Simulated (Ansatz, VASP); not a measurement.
# One calculation of GaP, two programs

The input INCAR:

```
ALGO = Normal
EDIFF = 1E-6
ENCUT = 520
ISIF = 2
ISMEAR = 0
LASPH = True
LCHARG = True
LELF = True
LREAL = False
LVHAR = True
LWAVE = False
NBANDS = 26
NELM = 60
PREC = Accurate
SIGMA = 0.05
```

Contents of KPOINTS:

```
k-points
0
Gamma
  12 12 12
```

File POSCAR:

```
GaP
1.0
    1.8822557428      1.0867208598      6.8526856271
   -1.8822557428      1.0867208598      6.8526856271
    0.0000000000     -2.1734417196      6.8526856271
Ga P
2 2
Direct
    0.4353720000      0.4353720000      0.4353720000
    0.5646280000      0.5646280000      0.5646280000
    0.0573890000      0.0573890000      0.0573890000
    0.9426110000      0.9426110000      0.9426110000
```

Input for Ansatz:

```yaml
crystal:
  lattice:
    - [1.8822557428, 1.0867208598, 6.8526856271]
    - [-1.8822557428, 1.0867208598, 6.8526856271]
    - [0.0, -2.1734417196, 6.8526856271]
  atoms:
    - { symbol: Ga, position: [0.435372, 0.435372, 0.435372] }
    - { symbol: Ga, position: [0.564628, 0.564628, 0.564628] }
    - { symbol: P, position: [0.057389, 0.057389, 0.057389] }
    - { symbol: P, position: [0.942611, 0.942611, 0.942611] }
basis:
  ecutwfc: 420
kpoints:
  mp_grid: { grid: [12, 12, 12] }
hamiltonian:
  xc: lda
scf:
  occupations: { method: gaussian, width: 0.05 }
output:
  forces: true
  stress: true
  eigenvalues: true
```

Alike in both runs: task single point; functional LDA; k mesh 12 × 12 × 12; occupations gaussian, width 0.05 eV; no spin polarisation.

|  | VASP | Ansatz |
| --- | --- | --- |
| version | VASP 6.6.1 | Ansatz 0.2.0 |
| potentials or method | VASP PAW LDA potentials, release 64 (Ga_d, P), cutoff 520 eV | scalar-relativistic, plane waves, PAW |
| valence electrons in the cell | 36 | 36 |

Ansatz gave:

```
gap on the k mesh at the Fermi level (eV)                     : 0.18
least direct gap on the mesh (eV)                             : 0.18
pressure (GPa)                                                : -4.5
traceless stress, the component that is largest in VASP (GPa) : -9.76
rms of the force components (eV/Å)                            : 0.257
```

Problem. Which values does VASP return?

Solution. gap on the k mesh at the Fermi level (eV): 0.20; least direct gap on the mesh (eV): 0.20; pressure (GPa): -4.3; traceless stress, the component that is largest in VASP (GPa): -9.81; rms of the force components (eV/Å): 0.268.

LDA's correlation is that of Perdew and Zunger in VASP and of Perdew and Wang (1992) in Ansatz. Atom by atom the forces differ by 0.011 eV/Å (rms over components).
